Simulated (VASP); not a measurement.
Ga, 1 atom in the cell. Symmetry: Pm-3m, No. 221, cubic system. Conventional cell: a = 2.550 Å, b = 2.550 Å, c = 2.550 Å, α = 90.00°, β = 90.00°, γ = 90.00°. Ga (site symmetry m-3m) has 6 Ga at 2.55 Å within 3.4 Å.  This cell differs from its parent crystal: volume scaled by 0.88.

| Quantity | Value |
| --- | --- |
| Program | VASP 6.6.1 |
| Task | single point |
| Functional | PBEsol |
| Potentials or basis | VASP PAW PBE potentials, release 64 (Ga_d) |
| Cutoff | 520 eV |
| k mesh | 15 × 15 × 15 |
| Occupations | fermi-dirac, width 0.1 eV |
| Spin | no spin polarisation |
| Dipole correction | no |
| Further INCAR settings | ALGO = Normal; EDIFF = 1e-07; NBANDS = 12 |

Potentials or basis: VASP PAW PBE potentials, release 64 (Ga_d).

Run with:

```sh
$ cat potpaw_PBE.64/Ga_d/POTCAR > POTCAR
$ mpirun -np 1 vasp_std > vasp.out
```

Hardware: 1 thread of Intel(R) Xeon(R) 6975P-C (Granite Rapids), on a shared host.

Problem. How long does it take, and how much memory?

Solution. Wall time 6.6 s on 1 thread of Intel(R) Xeon(R) 6975P-C (Granite Rapids) (shared host), peak memory 0.14 GiB. Counts: scf iterations 11, k points 120.
